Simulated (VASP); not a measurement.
Set up this calculation in VASP 6.6.1, as the native input.

```
Task                   : single point
Functional             : PBE
Potentials or basis    : VASP PAW PBE potentials, release 64 (Ta_pv)
Cutoff                 : 520 eV
k mesh                 : 13 × 13 × 13
Occupations            : fermi-dirac, width 0.05 eV
Spin                   : no spin polarisation
Dipole correction      : no
Further INCAR settings : ALGO = Normal; EDIFF = 1e-06; NBANDS = 12
```

The structure of Ta lies in POSCAR:

```
Ta
1.0
   -1.6512800000      1.6512800000      1.6512800000
    1.6512800000     -1.6512800000      1.6512800000
    1.6512800000      1.6512800000     -1.6512800000
Ta
1
Direct
    0.0000000000      0.0000000000      0.0000000000
```

The input as run:

INCAR

```
  ALGO = Normal
  EDIFF = 1E-6
  ENCUT = 520
  GGA = PE
  ISIF = 2
  ISMEAR = -1
  LASPH = T
  LCHARG = T
  LELF = T
  LREAL = F
  LVHAR = T
  LWAVE = F
  NBANDS = 12
  NELM = 60
  PREC = Accurate
  SIGMA = 0.05
```

KPOINTS

```
k-points
0
Gamma
  13 13 13
```

Potentials or basis: VASP PAW PBE potentials, release 64 (Ta_pv).

Launch:

```console
$ cat potpaw_PBE.64/Ta_pv/POTCAR > POTCAR
$ mpirun -np 1 vasp_std > vasp.out
```

Results of the run:

The pressure is 3.7 GPa.

Wall time 9 s on 1 thread of Intel(R) Xeon(R) Platinum 8488C (Sapphire Rapids) (shared host), peak memory 0.14 GiB.
